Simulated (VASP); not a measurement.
## Ir: single point with LDA

The system is Ir.

```
Ir
1.0
     0.00000   -1.90541   -1.90541
     0.00000    1.90541   -1.90541
     3.81081    0.00000    0.00000
Ir
2
Direct
  0.52519 0.47481 0.47192
  0.97481 0.02519 0.02808
```

This cell differs from its parent crystal: atoms displaced along several vibrational modes.

```yaml
Program: VASP 6.6.1
Task: single point
Functional: LDA
Potentials_or_basis: VASP PAW LDA potentials, release 64 (Ir)
Cutoff: 520 eV
k_mesh: 16 × 16 × 12
Occupations: gaussian, width 0.15 eV
Spin: no spin polarisation
```

The pressure is 18.1 GPa. The largest force is 4.245 eV/Å and the band gap on the k mesh is zero (bands 9 and 10 overlap by 2.55 eV).

Forces in eV/Å, atoms in the order of the input:
```
Ir   3.684  2.109  0.000
Ir  -3.684 -2.109  0.000
```

Stress tensor (GPa, compression positive):
```
22.52 15.41  0.00
15.41 20.64  0.00
 0.00  0.00 11.06
```

Levels at points of the mesh, in eV from the Fermi level:
```csv
k point,band 7,band 8,band 9,band 10,band 11,band 12
"(0.00, 0.00, 0.00)",-1.73,-1.44,0.68,1.05,1.51,2.28
"(0.50, 0.00, 0.00)",-3.05,-3.05,-1.23,-0.35,2.32,3.31
"(0.50, 0.50, 0.00)",1.10,1.20,1.25,1.44,1.70,2.55
"(0.00, 0.00, 0.50)",-2.51,-1.62,-1.39,-1.25,-0.84,0.38
"(0.50, 0.00, 0.50)",-1.14,-0.84,0.46,0.66,0.93,1.24
"(0.50, 0.50, 0.50)",-1.67,-1.53,1.30,1.41,6.95,7.91
```

Run time: 110 s on 1 thread of Intel(R) Xeon(R) 6975P-C (Granite Rapids), with other jobs on the host, peak memory 0.39 GiB.

Caveat: the cell differs from its parent crystal (atoms displaced along several vibrational modes); the stress differs along the axes, from 11 to 23 GPa; spin-orbit coupling is left out, which moves the levels of the heavy elements; forces of over 1 eV/Å act on the atoms, so gaps and moduli don't describe the material at rest.
